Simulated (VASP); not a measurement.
Wanted: the native input for a VASP 6.6.1 run.

- Task: single point
- Functional: LDA
- Potentials or basis: VASP PAW LDA potentials, release 64 (Be, N)
- Cutoff: 520 eV
- k mesh: 9 × 9 × 6
- Occupations: gaussian, width 0.05 eV
- Spin: no spin polarisation
- Dipole correction: no
- Further INCAR settings: ALGO = Normal; EDIFF = 1e-06; NBANDS = 16

The structure of Be3N2 lies in POSCAR:

```
Be3N2
1.0
    2.8177777140      0.0000000000      0.0000000000
   -1.4088888570      2.4402670826      0.0000000000
    0.0000000000      0.0000000000      4.6670220000
Be N
3 2
Direct
   -0.0161596069     -0.0118296533     -0.0061854248
    0.6505070598      0.3215036801      0.6434475752
    0.3171737265      0.6548370134      0.3441815752
    0.3333333333      0.6666666667      0.7470580000
    0.6666666667      0.3333333333      0.2529420000
```

This cell differs from its parent crystal: all Be atoms moved -0.050 Å, as atom 1 along Cartesian [1 1 1].

The input as run:

INCAR

```
ALGO = Normal
EDIFF = 1E-6
ENCUT = 520
ISIF = 2
ISMEAR = 0
LASPH = T
LCHARG = F
LREAL = F
LWAVE = F
NBANDS = 16
NELM = 60
PREC = Accurate
SIGMA = 0.05
```

KPOINTS

```
k-points
0
Gamma
  9 9 6
```

Potentials or basis: VASP PAW LDA potentials, release 64 (Be, N).

Launch:

```sh
$ cat potpaw_LDA.64/Be/POTCAR potpaw_LDA.64/N/POTCAR > POTCAR
$ mpirun -np 1 vasp_std > vasp.out
```

Results of the run:

The pressure is -9.1 GPa, the largest force is 0.551 eV/Å and the band gap on the k mesh is 4.23 eV (least direct gap 5.93 eV).

Caveat: the cell differs from its parent crystal (all Be atoms moved -0.050 Å, as atom 1 along Cartesian [1 1 1]); the cell stands under tension.

Run time: 45 s on 1 thread of AMD EPYC 9R45 96-Core Processor (Zen 5) (shared host), peak memory 0.18 GiB.
